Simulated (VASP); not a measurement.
# Ir (Im-3m) in VASP: notebook

Runs on Ir. Level: r2SCAN. Tasks: single point.

Program: VASP 6.6.1. These are calculated values, not measurements. Logs are shortened: lines on timing, memory, paths and dates and some standing lists are left out, and cuts for length are marked.

## 1. The cell of the first run

The structure is cubic, space group Im-3m (No. 229). Conventional cell: a = 3.093 Å, b = 3.093 Å, c = 3.093 Å, α = 90.00°, β = 90.00°, γ = 90.00°. Within 3.5 Å of Ir (site symmetry m-3m) lie 14 Ir at 2.68 to 3.09 Å.

This isn't the form of Ir at room conditions, which is fcc.

## 2. Single point, r2SCAN, collinear spin (14.80 Å³/atom)

The input, POSCAR:

```
Ir
1.0
   -1.5466789079      1.5466789079      1.5466789079
    1.5466789079     -1.5466789079      1.5466789079
    1.5466789079      1.5466789079     -1.5466789079
Ir
1
Direct
    0.0000000000      0.0000000000      0.0000000000
```

The input, INCAR.step1:

```
SYSTEM = Ir
PREC = Accurate
ENCUT = 520
ISMEAR = -1
SIGMA = 0.05
LREAL = .False.
LASPH = .True.
NELM = 150
ISPIN = 2
MAGMOM = 0.791
LMAXMIX = 4
NBANDS = 14
GGA = PE
ALGO = Normal
EDIFF = 1E-4
LWAVE = .True.
LCHARG = .False.
```

The input, INCAR.step2:

```
SYSTEM = Ir
PREC = Accurate
ENCUT = 520
EDIFF = 1E-6
ISMEAR = -1
SIGMA = 0.05
LREAL = .False.
LASPH = .True.
NELM = 150
ALGO = Normal
ISIF = 2
LWAVE = .False.
LCHARG = .False.
ISPIN = 2
MAGMOM = 0.791
LORBIT = 11
LMAXMIX = 4
METAGGA = R2SCAN
LMIXTAU = .True.
NBANDS = 14
ISTART = 1
```

The input, KPOINTS:

```
regular mesh
0
Gamma
  23 23 23
  0 0 0
```

Potentials or basis: VASP PAW PBE potentials, release 64 (Ir).

On the command line:

```sh
$ cat potpaw_PBE.64/Ir/POTCAR > POTCAR
$ cp INCAR.step1 INCAR
$ mpirun -np 1 vasp_std > vasp.out
$ cp INCAR.step2 INCAR
$ mpirun -np 1 vasp_std > vasp.out
```

OUTCAR:

```text
SYSTEM = Ir
   PREC = Accurate
   ENCUT = 520
   EDIFF = 1E-6
   ISMEAR = -1
   LREAL = .False.
   LASPH = .True.
   NELM = 150
   ISIF = 2
   ISPIN = 2
   LORBIT = 11
   METAGGA = R2SCAN
   ISTART = 1

 ion  position               nearest neighbor table
   1  0.000  0.000  0.000-

  LATTYP: Found a body centered cubic cell.
 ALAT       =     3.0933578158

  Lattice vectors:

 A1 = (  -1.5466789079,   1.5466789079,   1.5466789079)
 A2 = (   1.5466789079,  -1.5466789079,   1.5466789079)
 A3 = (   1.5466789079,   1.5466789079,  -1.5466789079)

Analysis of symmetry for initial positions (statically):
=====================================================================
 Subroutine PRICEL returns:
 Original cell was already a primitive cell.

 Routine SETGRP: Setting up the symmetry group for a
 body centered cubic supercell.

 Subroutine GETGRP returns: Found 48 space group operations
 (whereof 48 operations were pure point group operations)
 out of a pool of 48 trial point group operations.

The static configuration has the point symmetry O_h .

Analysis of symmetry for dynamics (positions and initial velocities):
=====================================================================
 Subroutine PRICEL returns:
 Original cell was already a primitive cell.

 Routine SETGRP: Setting up the symmetry group for a
 body centered cubic supercell.

 Subroutine GETGRP returns: Found 48 space group operations
 (whereof 48 operations were pure point group operations)
 out of a pool of 48 trial point group operations.

The dynamic configuration has the point symmetry O_h .

Analysis of structural, dynamic, and magnetic symmetry:
=====================================================================
 Subroutine PRICEL returns:
 Original cell was already a primitive cell.

 Routine SETGRP: Setting up the symmetry group for a
 body centered cubic supercell.

 Subroutine GETGRP returns: Found 48 space group operations
 (whereof 48 operations were pure point group operations)
 out of a pool of 48 trial point group operations.

The overall configuration has the point symmetry O_h .

 Subroutine INISYM returns: Found 48 space group operations
 (whereof 48 operations are pure point group operations),
 and found     1 'primitive' translations

----------------------------------------------------------------------------------------

                                     Primitive cell

  volume of cell :      14.8000

  direct lattice vectors                    reciprocal lattice vectors
    -1.546678908  1.546678908  1.546678908     0.000000000  0.323273303  0.323273303
     1.546678908 -1.546678908  1.546678908     0.323273303  0.000000000  0.323273303
     1.546678908  1.546678908 -1.546678908     0.323273303  0.323273303  0.000000000

  length of vectors
     2.678926451  2.678926451  2.678926451     0.457177490  0.457177490  0.457177490

  position of ions in fractional coordinates (direct lattice)
     0.000000000  0.000000000  0.000000000

  ion indices of the primitive-cell ions
   primitive index   ion index
                 1           1

----------------------------------------------------------------------------------------

 KPOINTS: regular mesh

Automatic generation of k-mesh.
 Grid dimensions read from file:
 generate k-points for:   23   23   23

 Generating k-lattice:

  Cartesian coordinates                     Fractional coordinates (reciprocal lattice)
     0.000000000  0.014055361  0.014055361     0.043478261  0.000000000  0.000000000
     0.014055361  0.000000000  0.014055361     0.000000000  0.043478261  0.000000000
     0.014055361  0.014055361  0.000000000     0.000000000  0.000000000  0.043478261

  Length of vectors
     0.019877282  0.019877282  0.019877282

  Shift w.r.t. Gamma in fractional coordinates (k-lattice)
     0.000000000  0.000000000  0.000000000

 Subroutine IBZKPT returns following result:
 ===========================================

 Found    364 irreducible k-points:

 Following reciprocal coordinates:
            Coordinates               Weight
  0.000000  0.000000  0.000000      1.000000
  0.043478  0.000000  0.000000     12.000000
  0.086957  0.000000  0.000000     12.000000
  0.130435  0.000000  0.000000     12.000000
  0.173913  0.000000  0.000000     12.000000
  0.217391  0.000000  0.000000     12.000000
[... 16 lines left out ...]
  0.478261  0.043478  0.000000     24.000000
  0.086957  0.086957  0.000000     24.000000
 [... further k-points ...]
   k-points           NKPTS =    364   k-points in BZ     NKDIM =    364   number of bands    NBANDS=     14
   number of dos      NEDOS =    301   number of ions     NIONS =      1
   total plane-waves  NPLWV =   8000
   dimension x,y,z NGX =    20 NGY =   20 NGZ =   20
   dimension x,y,z NGXF=    40 NGYF=   40 NGZF=   40
   ions per type =               1
   NGX,Y,Z   is equivalent  to a cutoff of  12.41, 12.41, 12.41 a.u.
[... 85 lines left out ...]
  band No.  band energies     occupation
      1      -1.5579      1.00000
      2       5.3136      1.00000
      3       5.3524      1.00000
      4       5.4311      1.00000
      5       7.9540      1.00000
      6       8.0106      1.00000
      7      27.1351      0.00000
      8      27.1911      0.00000
      9      27.2210      0.00000
     10      36.8746      0.00000
     11      37.5017      0.00000
     12      39.1276      0.00000
     13      39.4914      0.00000
     14      40.3052      0.00000
[... 343 lines left out ...]
      1       1.4722      1.00000
      2       3.5483      1.00000
      3       7.9350      1.00000
      4       8.1630      1.00000
      5       9.2944      0.59403
      6      11.4497      0.00000
      7      17.0412      0.00000
      8      22.9927      0.00000
      9      26.5404      0.00000
     10      35.1315      0.00000
     11      36.2837      0.00000
     12      36.7050      0.00000
     13      41.1926      0.00000
     14      41.5860      0.00000

 k-point    24 :       0.0870    0.0870    0.0000
  band No.  band energies     occupation
      1      -0.6311      1.00000
      2       5.0133      1.00000
      3       5.1388      1.00000
      4       6.3213      1.00000
      5       7.5351      1.00000
      6       8.0974      1.00000
      7      27.4239      0.00000
      8      27.9155      0.00000
      9      28.2318      0.00000
     10      33.1715      0.00000
     11      35.2915      0.00000
     12      36.5154      0.00000
     13      40.8648      0.00000
     14      41.3456      0.00000

 [... further k-points ...]

 spin component 2

 k-point     1 :       0.0000    0.0000    0.0000
  band No.  band energies     occupation
      1      -1.6217      1.00000
      2       5.7623      1.00000
      3       5.7623      1.00000
      4       5.7623      1.00000
      5       9.2778      0.67116
      6       9.2778      0.67114
      7      27.0570      0.00000
      8      27.0570      0.00000
      9      27.0570      0.00000
     10      38.1037      0.00000
     11      38.1037      0.00000
     12      40.4672      0.00000
     13      40.4672      0.00000
     14      40.4672      0.00000

 k-point     2 :       0.0435    0.0000    0.0000
  band No.  band energies     occupation
      1      -1.5323      1.00000
      2       5.7206      1.00000
      3       5.7597      1.00000
      4       5.8406      1.00000
      5       9.2170      0.87320
      6       9.2801      0.66102
      7      27.1108      0.00000
      8      27.1734      0.00000
      9      27.1954      0.00000
     10      37.1585      0.00000
     11      37.7682      0.00000
     12      40.2404      0.00000
     13      40.3367      0.00000
     14      41.3525      0.00000
[... 343 lines left out ...]
      1       1.8321      1.00000
      2       3.8946      1.00000
      3       8.7118      0.99999
      4       8.9735      0.99889
      5      10.0165      0.00000
      6      11.9280      0.00000
      7      17.6365      0.00000
      8      23.0939      0.00000
      9      26.6954      0.00000
     10      35.2145      0.00000
     11      36.3586      0.00000
     12      36.9165      0.00000
     13      42.6103      0.00000
     14      43.1493      0.00000

 k-point    24 :       0.0870    0.0870    0.0000
  band No.  band energies     occupation
      1      -0.6006      1.00000
      2       5.4080      1.00000
      3       5.5454      1.00000
      4       6.7383      1.00000
      5       8.7259      0.99999
      6       9.3618      0.27551
      7      27.4755      0.00000
      8      27.9703      0.00000
      9      28.2425      0.00000
     10      33.5606      0.00000
     11      35.8482      0.00000
     12      37.0013      0.00000
     13      41.4395      0.00000
     14      42.6809      0.00000

 [... further k-points ...]

------------------------ aborting loop because EDIFF is reached ----------------------------------------

  FORCE on cell =-STRESS in cart. coord.  units (eV):
  Direction    XX          YY          ZZ          XY          YZ          ZX
  --------------------------------------------------------------------------------------
  -------------------------------------------------------------------------------------
  Total        0.2546958      0.2546958      0.2546958      0.0000000      0.0000000     -0.0000000
  in kB       27.5722338     27.5722338     27.5722338      0.0000000      0.0000000     -0.0000000
  external PRESSURE =      27.5722338 kB  Pullay stress =       0.0000000 kB

 VOLUME and BASIS-vectors are now :
 -----------------------------------------------------------------------------
  energy-cutoff  :      520.00
  volume of cell :       14.80
      direct lattice vectors                 reciprocal lattice vectors
    -1.546678908  1.546678908  1.546678908     0.000000000  0.323273303  0.323273303
     1.546678908 -1.546678908  1.546678908     0.323273303  0.000000000  0.323273303
     1.546678908  1.546678908 -1.546678908     0.323273303  0.323273303  0.000000000

 POSITION                                       TOTAL-FORCE (eV/Angst)
 -----------------------------------------------------------------------------------
      0.00000      0.00000      0.00000        -0.000000      0.000000      0.000000
 -----------------------------------------------------------------------------------
    total drift:                                0.000000      0.000000      0.000000

  FREE ENERGIE OF THE ION-ELECTRON SYSTEM (eV)
  ---------------------------------------------------
  free  energy   TOTEN  =       -51.7510025739 eV

  energy  without entropy=      -51.7420067283  energy(sigma->0) =      -51.74650465

 total charge

# of ion       s       p       d       tot
------------------------------------------
    1        0.650   0.654   6.960   8.264

 magnetization (x)

# of ion       s       p       d       tot
------------------------------------------
    1        0.016  -0.014   0.817   0.818
```

Run time: 3.7 min. Hardware: 1 thread of Intel Xeon 6975P-C (Granite Rapids), shared host; peak memory 0.23 GiB.

What came out:

```yaml
Free_energy: -51.7510 eV
Pressure: 2.8 GPa
Net_moment: 0.80 μB per cell
Site_moments: Ir +0.82 μB
Valence_electrons_inside_the_program's_atomic_spheres: Ir 8.26
```

Levels at points of the mesh, in eV from the Fermi level:
Spin up:
| k point | band 2 | band 3 | band 4 | band 5 | band 6 | band 7 | band 8 | band 9 |
| --- | --- | --- | --- | --- | --- | --- | --- | --- |
| (0.00, 0.00, 0.00) | -3.96 | -3.96 | -3.96 | -1.31 | -1.31 | 17.77 | 17.77 | 17.77 |
Spin down:
```csv
k point,band 1,band 2,band 3,band 4,band 5,band 6,band 7,band 8
"(0.00, 0.00, 0.00)",-10.94,-3.55,-3.55,-3.55,-0.04,-0.04,17.74,17.74
```

Caveat: the PAW data sets were made with another functional, which shifts forces and pressure a little; spin-orbit coupling is left out, which moves the levels of the heavy elements.

## 3. Single point, r2SCAN, collinear spin (15.39 Å³/atom)

This run uses another cell than the first one, of 15.39 Å³/atom.

The input, POSCAR:

```
Ir
1.0
   -1.5670322802      1.5670322802      1.5670322802
    1.5670322802     -1.5670322802      1.5670322802
    1.5670322802      1.5670322802     -1.5670322802
Ir
1
Direct
    0.0000000000      0.0000000000      0.0000000000
```

The input, INCAR.step1:

```
PREC     = Accurate       # precision mode
ENCUT    = 520            # plane-wave cutoff, eV
ISMEAR   = -1             # smearing method
SIGMA    = 0.05           # smearing width, eV
LREAL    = F              # projectors in reciprocal space
LASPH    = T              # aspherical terms in the spheres
NELM     = 150            # most SCF steps
ISPIN    = 2              # spin polarisation
MAGMOM   = 0.791          # initial moments
LMAXMIX  = 4              # l up to which the mixer works
NBANDS   = 14             # bands
GGA      = PE             # functional
ALGO     = Normal         # electronic algorithm
EDIFF    = 1E-4           # SCF threshold, eV
LWAVE    = T              # write WAVECAR
LCHARG   = F              # write CHGCAR
```

The input, INCAR.step2:

```
PREC     = Accurate       # precision mode
ENCUT    = 520            # plane-wave cutoff, eV
EDIFF    = 1E-7           # SCF threshold, eV
ISMEAR   = -1             # smearing method
SIGMA    = 0.05           # smearing width, eV
LREAL    = F              # projectors in reciprocal space
LASPH    = T              # aspherical terms in the spheres
NELM     = 150            # most SCF steps
ALGO     = Normal         # electronic algorithm
ISIF     = 2              # what is computed and relaxed
LWAVE    = F              # write WAVECAR
LCHARG   = F              # write CHGCAR
ISPIN    = 2              # spin polarisation
MAGMOM   = 0.791          # initial moments
LORBIT   = 11             # projections on sites
LMAXMIX  = 4              # l up to which the mixer works
METAGGA  = R2SCAN         # meta-GGA
LMIXTAU  = T            
NBANDS   = 14             # bands
ISTART   = 1
```

The input, KPOINTS:

```
Automatic mesh
0
Gamma
  23 23 23
```

Potentials or basis: VASP PAW PBE potentials, release 64 (Ir).

On the command line:

```sh
$ cat potpaw_PBE.64/Ir/POTCAR > POTCAR
$ cp INCAR.step1 INCAR
$ mpirun -np 1 vasp_std > vasp.out
$ cp INCAR.step2 INCAR
$ mpirun -np 1 vasp_std > vasp.out
```

It took 3.4 min on 1 thread of Intel Xeon 6975P-C (Granite Rapids), shared host; peak memory 0.23 GiB.

The run converged. Its results:

```yaml
Free_energy: -51.7385 eV
Pressure: -9.1 GPa
Net_moment: 0.86 μB per cell
Site_moments: Ir +0.88 μB
Valence_electrons_inside_the_program's_atomic_spheres: Ir 8.15
```

Levels at points of the mesh, in eV from the Fermi level:
Spin up:
| k point | band 3 | band 4 | band 5 | band 6 | band 7 | band 8 |
| --- | --- | --- | --- | --- | --- | --- |
| (0.00, 0.00, 0.00) | -3.78 | -3.78 | -1.31 | -1.31 | 17.74 | 17.74 |
Spin down:
| k point | band 1 | band 2 | band 3 | band 4 | band 5 | band 6 | band 7 | band 8 |
| --- | --- | --- | --- | --- | --- | --- | --- | --- |
| (0.00, 0.00, 0.00) | -10.54 | -3.34 | -3.34 | -3.34 | 0.03 | 0.03 | 17.71 | 17.71 |

Caveat: the cell stands under tension; the PAW data sets were made with another functional, which shifts forces and pressure a little; spin-orbit coupling is left out, which moves the levels of the heavy elements.

## 4. Single point, r2SCAN, collinear spin (15.98 Å³/atom)

This run uses another cell than the first one, of 15.98 Å³/atom.

The input, POSCAR:

```
Ir
1.0
   -1.5868702378      1.5868702378      1.5868702378
    1.5868702378     -1.5868702378      1.5868702378
    1.5868702378      1.5868702378     -1.5868702378
Ir
1
Direct
    0.0000000000      0.0000000000      0.0000000000
```

The input, INCAR.step1:

```
PREC = Accurate
ENCUT = 520
ISMEAR = -1
SIGMA = 0.05
LREAL = False
LASPH = True
NELM = 150
ISPIN = 2
MAGMOM = 0.791
LMAXMIX = 4
NBANDS = 14
GGA = PE
ALGO = Normal
EDIFF = 1E-4
LWAVE = True
LCHARG = False
```

The input, INCAR.step2:

```
PREC = Accurate
ENCUT = 520
EDIFF = 1E-7
ISMEAR = -1
SIGMA = 0.05
LREAL = False
LASPH = True
NELM = 150
ALGO = Normal
ISIF = 2
LWAVE = False
LCHARG = False
ISPIN = 2
MAGMOM = 0.791
LORBIT = 11
LMAXMIX = 4
METAGGA = R2SCAN
LMIXTAU = True
NBANDS = 14
ISTART = 1
```

KPOINTS is that of step 3.

On the command line:

```sh
$ cat potpaw_PBE.64/Ir/POTCAR > POTCAR
$ cp INCAR.step1 INCAR
$ mpirun -np 1 vasp_std > vasp.out
$ cp INCAR.step2 INCAR
$ mpirun -np 1 vasp_std > vasp.out
```

Run time: 3.6 min. Hardware: 1 thread of Intel Xeon 6975P-C (Granite Rapids), shared host; peak memory 0.23 GiB.

It converged, with:

* Free energy: -51.6870 eV
* Pressure: -18.4 GPa
* Net moment: 0.91 μB per cell
* Site moments: Ir +0.93 μB
* Valence electrons inside the program's atomic spheres: Ir 8.05

Levels at points of the mesh, in eV from the Fermi level:
Spin up:
```
           k point  band 1  band 2  band 3  band 4  band 5  band 6  band 7  band 8  band 9  band 10
(0.00, 0.00, 0.00)  -10.21   -3.62   -3.62   -3.62   -1.31   -1.31   17.69   17.69   17.69    27.71
```
Spin down:
```csv
k point,band 1,band 2,band 3,band 4,band 5,band 6,band 7,band 8
"(0.00, 0.00, 0.00)",-10.17,-3.15,-3.15,-3.15,0.09,0.09,17.66,17.66
```

Caveat: the cell stands under tension; the PAW data sets were made with another functional, which shifts forces and pressure a little; spin-orbit coupling is left out, which moves the levels of the heavy elements.

## 5. The runs side by side

```csv
cell,gap on the mesh (eV),pressure (GPa),moment (μB)
"a = 2.679 Å, angles 109.5°, 1 atom",none,2.8,0.80
"a = 2.714 Å, angles 109.5°, 1 atom",none,-9.1,0.86
"a = 2.749 Å, angles 109.5°, 1 atom",none,-18.4,0.91
```

Alike in all rows: task single point; level r2SCAN; potentials or basis VASP PAW PBE potentials, release 64 (Ir); spin collinear; k mesh 23 × 23 × 23; cutoff (eV) 520; smearing fermi-dirac 0.05 eV.

Caveats: the PAW data sets were made with another functional, which shifts forces and pressure a little; spin-orbit coupling is left out, which moves the levels of the heavy elements; the cell stands under tension (at least some runs).

Absolute energies hang on the potentials; compare differences alone.
